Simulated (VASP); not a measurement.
# Sb (Fm-3m) in VASP: notebook

Sb is run at these levels: BLYP; tasks: relaxation of cell and atoms, single point.

Everything below comes from runs of VASP 6.6.1. Logs are shortened: lines on timing, memory, paths and dates and some standing lists are left out, and cuts for length are marked.

## (1) The cell of the first run

The structure is cubic, space group Fm-3m (No. 225). The conventional cell has a = 4.773 Å, b = 4.773 Å, c = 4.773 Å, α = 90.00°, β = 90.00°, γ = 90.00°. Within 4.4 Å of Sb (site symmetry m-3m) lie 12 Sb at 3.37 Å.

## (2) Relaxation of cell and atoms, BLYP

File INCAR:

```
SYSTEM = Sb
PREC     = Accurate       ! precision mode
ENCUT    = 600            ! plane-wave cutoff, eV
EDIFF    = 1E-6           ! SCF threshold, eV
ISMEAR   = -1             ! smearing method
SIGMA    = 0.1            ! smearing width, eV
LREAL    = .FALSE.        ! projectors in reciprocal space
LASPH    = .TRUE.         ! aspherical terms in the spheres
NELM     = 80             ! most SCF steps
ALGO     = Normal         ! electronic algorithm
ISIF     = 3              ! what is computed and relaxed
LWAVE    = .FALSE.        ! write WAVECAR
LCHARG   = .FALSE.        ! write CHGCAR
GGA      = B5             ! functional
ALDAX    = 1.0          
AGGAX    = 1.0          
AGGAC    = 1.0          
ALDAC    = 0.0          
IBRION   = 2              ! ionic algorithm
NSW      = 80             ! ionic steps
EDIFFG   = -0.01          ! ionic threshold
```

File KPOINTS:

```
Automatic mesh
0
G
  11 11 11
  0 0 0
```

File POSCAR:

```
Sb
1.0
    0.0000000000      2.3864604735      2.3864604735
    2.3864604735      0.0000000000      2.3864604735
    2.3864604735      2.3864604735      0.0000000000
Sb
1
Direct
    0.0000000000      0.0000000000      0.0000000000
```

Potentials or basis: VASP PAW PBE potentials, release 64 (Sb).

Command:

```bash
$ cat potpaw_PBE.64/Sb/POTCAR > POTCAR
$ mpirun -np 1 vasp_std > vasp.out
```

OUTCAR:

```text
SYSTEM = Sb
   PREC = Accurate
   ENCUT = 600
   EDIFF = 1E-6
   ISMEAR = -1
   LREAL = .FALSE.
   LASPH = .TRUE.
   NELM = 80
   ISIF = 3
   GGA = B5
   IBRION = 2
   NSW = 80
   EDIFFG = -0.01

 ion  position               nearest neighbor table
   1  0.000  0.000  0.000-

  LATTYP: Found a face centered cubic cell.
 ALAT       =     4.7729209470

  Lattice vectors:

 A1 = (   0.0000000000,   2.3864604735,   2.3864604735)
 A2 = (   2.3864604735,   0.0000000000,   2.3864604735)
 A3 = (   2.3864604735,   2.3864604735,   0.0000000000)

Analysis of symmetry for initial positions (statically):
=====================================================================
 Subroutine PRICEL returns:
 Original cell was already a primitive cell.

 Routine SETGRP: Setting up the symmetry group for a
 face centered cubic supercell.

 Subroutine GETGRP returns: Found 48 space group operations
 (whereof 48 operations were pure point group operations)
 out of a pool of 48 trial point group operations.

The static configuration has the point symmetry O_h .

Analysis of symmetry for dynamics (positions and initial velocities):
=====================================================================
 Subroutine PRICEL returns:
 Original cell was already a primitive cell.

 Routine SETGRP: Setting up the symmetry group for a
 face centered cubic supercell.

 Subroutine GETGRP returns: Found 48 space group operations
 (whereof 48 operations were pure point group operations)
 out of a pool of 48 trial point group operations.

The dynamic configuration has the point symmetry O_h .

 Subroutine INISYM returns: Found 48 space group operations
 (whereof 48 operations are pure point group operations),
 and found     1 'primitive' translations

----------------------------------------------------------------------------------------

                                     Primitive cell

  volume of cell :      27.1827

  direct lattice vectors                    reciprocal lattice vectors
     0.000000000  2.386460474  2.386460474    -0.209515308  0.209515308  0.209515308
     2.386460474  0.000000000  2.386460474     0.209515308 -0.209515308  0.209515308
     2.386460474  2.386460474  0.000000000     0.209515308  0.209515308 -0.209515308

  length of vectors
     3.374964768  3.374964768  3.374964768     0.362891158  0.362891158  0.362891158

  position of ions in fractional coordinates (direct lattice)
     0.000000000  0.000000000  0.000000000

  ion indices of the primitive-cell ions
   primitive index   ion index
                 1           1

----------------------------------------------------------------------------------------

 KPOINTS: Automatic mesh

Automatic generation of k-mesh.
 Grid dimensions read from file:
 generate k-points for:   11   11   11

 Generating k-lattice:

  Cartesian coordinates                     Fractional coordinates (reciprocal lattice)
    -0.019046846  0.019046846  0.019046846     0.090909091  0.000000000  0.000000000
     0.019046846 -0.019046846  0.019046846     0.000000000  0.090909091  0.000000000
     0.019046846  0.019046846 -0.019046846     0.000000000  0.000000000  0.090909091

  Length of vectors
     0.032990105  0.032990105  0.032990105

  Shift w.r.t. Gamma in fractional coordinates (k-lattice)
     0.000000000  0.000000000  0.000000000

 Subroutine IBZKPT returns following result:
 ===========================================

 Found     56 irreducible k-points:

 Following reciprocal coordinates:
            Coordinates               Weight
  0.000000  0.000000  0.000000      1.000000
  0.090909  0.000000  0.000000      8.000000
  0.181818  0.000000  0.000000      8.000000
  0.272727  0.000000  0.000000      8.000000
  0.363636  0.000000  0.000000      8.000000
  0.454545  0.000000  0.000000      8.000000
[... 16 lines left out ...]
 -0.272727  0.181818  0.000000     24.000000
 -0.181818  0.181818  0.000000     12.000000
 [... further k-points ...]
   k-points           NKPTS =     56   k-points in BZ     NKDIM =     56   number of bands    NBANDS=      6
   number of dos      NEDOS =    301   number of ions     NIONS =      1
   total plane-waves  NPLWV =  21952
   dimension x,y,z NGX =    28 NGY =   28 NGZ =   28
   dimension x,y,z NGXF=    56 NGYF=   56 NGZF=   56
   ions per type =               1
   NGX,Y,Z   is equivalent  to a cutoff of  13.79, 13.79, 13.79 a.u.
   NGXF,Y,Z  is equivalent  to a cutoff of  27.58, 27.58, 27.58 a.u.
 SYSTEM =  Sb
   PREC   = accura    normal or accurate (medium, high low for compatibility)
   ISTART =      0    job   : 0-new  1-cont  2-samecut
   ICHARG =      2    charge: 1-file 2-atom 10-const
   ISPIN  =      1    spin polarized calculation?
   LNONCOLLINEAR =      F non collinear calculations
   LSORBIT =      F    spin-orbit coupling
   LASPH  =      T    aspherical Exc in radial PAW
   ENCUT  =  600.0 eV  44.10 Ry    6.64 a.u.   6.74  6.74  6.74*2*pi/ulx,y,z
   NELM   =     80;   NELMIN=  2; NELMDL= -5     # of ELM steps
   EDIFF  = 0.1E-05   stopping-criterion for ELM
   LREAL  =      F    real-space projection
   EDIFFG = -.1E-01   stopping-criterion for IOM
   NSW    =     80    number of steps for IOM
   IBRION =      2    ionic relax: 0-MD 1-quasi-New 2-CG
   NFREE  =      1    steps in history (QN), initial steepest desc. (CG)
   ISIF   =      3    stress and relaxation
   ISYM   =      2    0-nonsym 1-usesym 2-fastsym
   POTIM  = 0.5000    time-step for ionic-motion
   TEBEG  =    0.0;   TEEND  =   0.0 temperature during run
   PSTRESS=    0.0 pullay stress
   NELECT =       5.0000    total number of electrons
   NUPDOWN=      -1.0000    fix difference up-down
   EMIN   =  10.00;   EMAX   =-10.00  energy-range for DOS
   EFERMI =   0.00;   METHOD = LEGACY
   ISMEAR =    -1;   SIGMA  =   0.10  broadening in eV -4-tet -1-fermi 0-gaus
   EFERMI_NEDOS =   21; number of points for ismear=-14 and -15
   IALGO  =     38    algorithm
   IMIX   =      4    mixing-type and parameters
     AMIX     =   0.40;   BMIX     =  1.00
     AMIX_MAG =   1.60;   BMIX_MAG =  1.00
  volume/ion in A,a.u.               =      27.18       183.44
  Fermi-wavevector in a.u.,A,eV,Ry     =   0.931038  1.759406 11.793954  0.866831
  Thomas-Fermi vector in A             =   2.057489
   LORBIT       =      0    0 simple, 1 ext, 2 COOP (PROOUT), +10 PAW based schemes
   GGA     = B5    functional components
   LHFCALC =     F    Hartree Fock is set to
   AEXX    =    0.0000 exact exchange contribution
   IVDW    =     0    specifies the selected vdW correction
   LEPSILON=     F    determine dielectric tensor
   LRPA    =     F    only Hartree local field effects (RPA)
 conjugate gradient relaxation of ions
 non-spin polarized calculation
  energy-cutoff  :      600.00
  volume of cell :       27.18
 maximum number of plane-waves:       926
   NGX = 13   NGY = 13   NGZ = 13

--------------------------------------- Ionic step        1  -------------------------------------------

 number of electron       5.0000000 magnetization

 Free energy of the ion-electron system (eV)
  ---------------------------------------------------
  ext. energy  EPLUGINS =         0.00000000
  ---------------------------------------------------
  free energy    TOTEN  =        -2.88385216 eV

  energy without entropy =       -2.85707331  energy(sigma->0) =       -2.87046274

------------------------ aborting loop because EDIFF is reached ----------------------------------------

  FORCE on cell =-STRESS in cart. coord.  units (eV):
  Direction    XX          YY          ZZ          XY          YZ          ZX
  --------------------------------------------------------------------------------------
  -------------------------------------------------------------------------------------
  Total        1.0797660      1.0797660      1.0797660     -0.0000000      0.0000000      0.0000000
  in kB       63.6425402     63.6425402     63.6425402     -0.0000000      0.0000000      0.0000000
  external PRESSURE =      63.6425402 kB  Pullay stress =       0.0000000 kB
[... 55 lines left out ...]
  energy  without entropy=       -2.9018652987  energy(sigma->0) =       -2.91859900

--------------------------------------- Ionic step        3  -------------------------------------------

 number of electron       5.0000000 magnetization

 Free energy of the ion-electron system (eV)
  ---------------------------------------------------
  ext. energy  EPLUGINS =         0.00000000
  ---------------------------------------------------
  free energy    TOTEN  =        -2.94151095 eV

  energy without entropy =       -2.90974849  energy(sigma->0) =       -2.92562972

 E-fermi :   7.5027     XC(G=0):  -9.0470

 val. band max:        7.4792672210   @ k =   0.4545   0.3636   0.0909
 cond. band min:       7.5356057263   @ k =  -0.3636   0.3636   0.1818
 fundamental gap:      0.0563385053
 Fermi energy:         7.5027176839

 k-point     1 :       0.0000    0.0000    0.0000
  band No.  band energies     occupation
      1      -4.5567      2.00000
      2      11.8006      0.00000
      3      11.8006      0.00000
      4      11.8006      0.00000
      5      17.1941      0.00000
      6      17.1941      0.00000

 k-point     2 :       0.0909    0.0000    0.0000
  band No.  band energies     occupation
      1      -4.4140      2.00000
      2      10.6496      0.00000
      3      11.6455      0.00000
      4      11.6455      0.00000
      5      16.4424      0.00000
      6      17.4631      0.00000
[... 190 lines left out ...]
 k-point    24 :      -0.1818    0.1818    0.0000
  band No.  band energies     occupation
      1      -3.0820      2.00000
      2       6.7320      1.99910
      3       8.0837      0.00598
      4      11.2139      0.00000
      5      16.3164      0.00000
      6      17.2045      0.00000

 [... further k-points ...]
[... 5 lines left out ...]
  --------------------------------------------------------------------------------------
  -------------------------------------------------------------------------------------
  Total        0.0053541      0.0053541      0.0053541      0.0000000     -0.0000000     -0.0000000
  in kB        0.2821420      0.2821420      0.2821420      0.0000000     -0.0000000     -0.0000000
  external PRESSURE =       0.2821420 kB  Pullay stress =       0.0000000 kB
[... 16 lines left out ...]
  FREE ENERGIE OF THE ION-ELECTRON SYSTEM (eV)
  ---------------------------------------------------
  free  energy   TOTEN  =        -2.9415109465 eV

  energy  without entropy=       -2.9097484917  energy(sigma->0) =       -2.92562972

 reached required accuracy - stopping structural energy minimisation
```

It took 18 s on 1 thread of Intel Xeon 6975P-C (Granite Rapids), shared host; peak memory 0.16 GiB.

Results:

| Property | Result |
| --- | --- |
| Free energy | -2.9415 eV |
| Relaxed volume | 30.40 Å³/atom |
| Relaxed cell | a = 3.503 Å, b = 3.503 Å, c = 3.503 Å, α = 60.00°, β = 60.00°, γ = 60.00° |
| Space group after relaxing (to 0.05 Å) | Fm-3m (No. 225) |
| Energy gained by relaxing | 57.7 meV/atom |
| Ionic steps | 3 |
| Pressure after relaxing | 0.0 GPa |

Step by step:
```csv
step,energy change (eV),largest force (eV/Å),pressure (GPa),volume (Å³)
1,0.0000,0.0000,6.36,27.18
2,-0.0515,0.0000,-1.55,31.66
3,-0.0577,0.0000,0.03,30.40
```

Final structure:
```
Sb
1.0
     0.00000    2.47723    2.47723
     2.47723    0.00000    2.47723
     2.47723    2.47723    0.00000
Sb
1
Direct
  0.00000 0.00000 0.00000
```

Levels at points of the mesh, in eV from the Fermi level:
```
           k point  band 1  band 2  band 3  band 4  band 5  band 6
(0.00, 0.00, 0.00)  -12.06    4.30    4.30    4.30    9.69    9.69
```

Caveat: the PAW data sets were made with another functional, which shifts forces and pressure a little; spin-orbit coupling is left out, which moves the levels of the heavy elements.

## (3) Single point, BLYP

This run uses another cell than the first one, of 30.36 Å³/atom, 1.117 times its volume.

File INCAR:

```
SYSTEM = Sb
AGGAC = 1.0
AGGAX = 1.0
ALDAC = 0.0
ALDAX = 1.0
ALGO = Normal
EDIFF = 1E-7
ENCUT = 520
GGA = B5
ISIF = 2
ISMEAR = -1
LASPH = .TRUE.
LCHARG = .FALSE.
LREAL = .FALSE.
LWAVE = .FALSE.
NBANDS = 8
NELM = 60
PREC = Accurate
SIGMA = 0.1
```

File KPOINTS:

```
k-points
0
G
  18 18 18
  0 0 0
```

File POSCAR:

```
Sb
1.0
    0.0000000000      2.4760109453      2.4760109453
    2.4760109453      0.0000000000      2.4760109453
    2.4760109453      2.4760109453      0.0000000000
Sb
1
Direct
    0.0000000000      0.0000000000      0.0000000000
```

Potentials or basis: VASP PAW PBE potentials, release 64 (Sb).

Command:

```bash
$ cat potpaw_PBE.64/Sb/POTCAR > POTCAR
$ mpirun -np 1 vasp_std > vasp.out
```

OUTCAR:

```text
SYSTEM = Sb
   EDIFF = 1E-7
   ENCUT = 520
   GGA = B5
   ISIF = 2
   ISMEAR = -1
   LASPH = .TRUE.
   LREAL = .FALSE.
   NELM = 60
   PREC = Accurate

 ion  position               nearest neighbor table
   1  0.000  0.000  0.000-

  LATTYP: Found a face centered cubic cell.
 ALAT       =     4.9520218906

  Lattice vectors:

 A1 = (   0.0000000000,   2.4760109453,   2.4760109453)
 A2 = (   2.4760109453,   0.0000000000,   2.4760109453)
 A3 = (   2.4760109453,   2.4760109453,   0.0000000000)

Analysis of symmetry for initial positions (statically):
=====================================================================
 Subroutine PRICEL returns:
 Original cell was already a primitive cell.

 Routine SETGRP: Setting up the symmetry group for a
 face centered cubic supercell.

 Subroutine GETGRP returns: Found 48 space group operations
 (whereof 48 operations were pure point group operations)
 out of a pool of 48 trial point group operations.

The static configuration has the point symmetry O_h .

Analysis of symmetry for dynamics (positions and initial velocities):
=====================================================================
 Subroutine PRICEL returns:
 Original cell was already a primitive cell.

 Routine SETGRP: Setting up the symmetry group for a
 face centered cubic supercell.

 Subroutine GETGRP returns: Found 48 space group operations
 (whereof 48 operations were pure point group operations)
 out of a pool of 48 trial point group operations.

The dynamic configuration has the point symmetry O_h .

 Subroutine INISYM returns: Found 48 space group operations
 (whereof 48 operations are pure point group operations),
 and found     1 'primitive' translations

----------------------------------------------------------------------------------------

                                     Primitive cell

  volume of cell :      30.3590

  direct lattice vectors                    reciprocal lattice vectors
[... 102 lines left out ...]
   IALGO  =     38    algorithm
   IMIX   =      4    mixing-type and parameters
     AMIX     =   0.40;   BMIX     =  1.00
     AMIX_MAG =   1.60;   BMIX_MAG =  1.00
  volume/ion in A,a.u.               =      30.36       204.87
  Fermi-wavevector in a.u.,A,eV,Ry     =   0.897365  1.695773 10.956272  0.805263
  Thomas-Fermi vector in A             =   2.019940
   LORBIT       =      0    0 simple, 1 ext, 2 COOP (PROOUT), +10 PAW based schemes
   GGA     = B5    functional components
   LHFCALC =     F    Hartree Fock is set to
   AEXX    =    0.0000 exact exchange contribution
   IVDW    =     0    specifies the selected vdW correction
   LEPSILON=     F    determine dielectric tensor
   LRPA    =     F    only Hartree local field effects (RPA)
 non-spin polarized calculation
  energy-cutoff  :      520.00
  volume of cell :       30.36
 maximum number of plane-waves:       869
 NGX is ok and might be reduce to    28
   NGX = 13   NGY = 13   NGZ = 13

 number of electron       5.0000000 magnetization

 Free energy of the ion-electron system (eV)
  ---------------------------------------------------
  ext. energy  EPLUGINS =         0.00000000
  ---------------------------------------------------
  free energy    TOTEN  =        -2.94464069 eV

  energy without entropy =       -2.91762608  energy(sigma->0) =       -2.93113339

 E-fermi :   7.5264     XC(G=0):  -9.0540

 val. band max:        7.5231699329   @ k =  -0.3889   0.3889   0.1111
 cond. band min:       7.5541624853   @ k =   0.5000   0.4444   0.0556
 fundamental gap:      0.0309925524
 Fermi energy:         7.5264208363

 k-point     1 :       0.0000    0.0000    0.0000
  band No.  band energies     occupation
      1      -4.5496      2.00000
      2      11.8271      0.00000
      3      11.8271      0.00000
      4      11.8271      0.00000
      5      17.2163      0.00000
      6      17.2163      0.00000
      7      17.2163      0.00000
      8      18.0991      0.00000
[... 243 lines left out ...]
 k-point    24 :      -0.2222    0.0556    0.0000
  band No.  band energies     occupation
      1      -3.5220      2.00000
      2       6.9402      1.99433
      3      10.3601      0.00000
      4      11.3363      0.00000
      5      15.8317      0.00000
      6      17.4366      0.00000
      7      17.5340      0.00000
      8      19.4062      0.00000

 [... further k-points ...]
[... 5 lines left out ...]
  --------------------------------------------------------------------------------------
  -------------------------------------------------------------------------------------
  Total        0.0253064      0.0253064      0.0253064      0.0000000     -0.0000000      0.0000000
  in kB        1.3355275      1.3355275      1.3355275      0.0000000     -0.0000000      0.0000000
  external PRESSURE =       1.3355275 kB  Pullay stress =       0.0000000 kB

 VOLUME and BASIS-vectors are now :
 -----------------------------------------------------------------------------
  energy-cutoff  :      520.00
  volume of cell :       30.36
      direct lattice vectors                 reciprocal lattice vectors
     0.000000000  2.476010945  2.476010945    -0.201937718  0.201937718  0.201937718
     2.476010945  0.000000000  2.476010945     0.201937718 -0.201937718  0.201937718
     2.476010945  2.476010945  0.000000000     0.201937718  0.201937718 -0.201937718

 POSITION                                       TOTAL-FORCE (eV/Angst)
 -----------------------------------------------------------------------------------
      0.00000      0.00000      0.00000         0.000000      0.000000     -0.000000
 -----------------------------------------------------------------------------------
    total drift:                                0.000000      0.000000      0.000000

  FREE ENERGIE OF THE ION-ELECTRON SYSTEM (eV)
  ---------------------------------------------------
  free  energy   TOTEN  =        -2.9446406915 eV

  energy  without entropy=       -2.9176260803  energy(sigma->0) =       -2.93113339
```

Run time: 23 s. Hardware: 1 thread of Intel Xeon 6975P-C (Granite Rapids), shared host; peak memory 0.18 GiB.

Results:

```yaml
Free_energy: -2.9446 eV
Pressure: 0.1 GPa
```

Levels at points of the mesh, in eV from the Fermi level:
```tsv
k point	band 1	band 2	band 3	band 4	band 5	band 6
(0.00, 0.00, 0.00)	-12.08	4.30	4.30	4.30	9.69	9.69
(0.50, 0.00, 0.00)	-9.04	-5.00	2.92	2.92	7.67	8.96
(0.50, 0.50, 0.00)	-7.78	-4.26	0.27	0.27	4.41	4.91
```

Caveat: the PAW data sets were made with another functional, which shifts forces and pressure a little; spin-orbit coupling is left out, which moves the levels of the heavy elements.
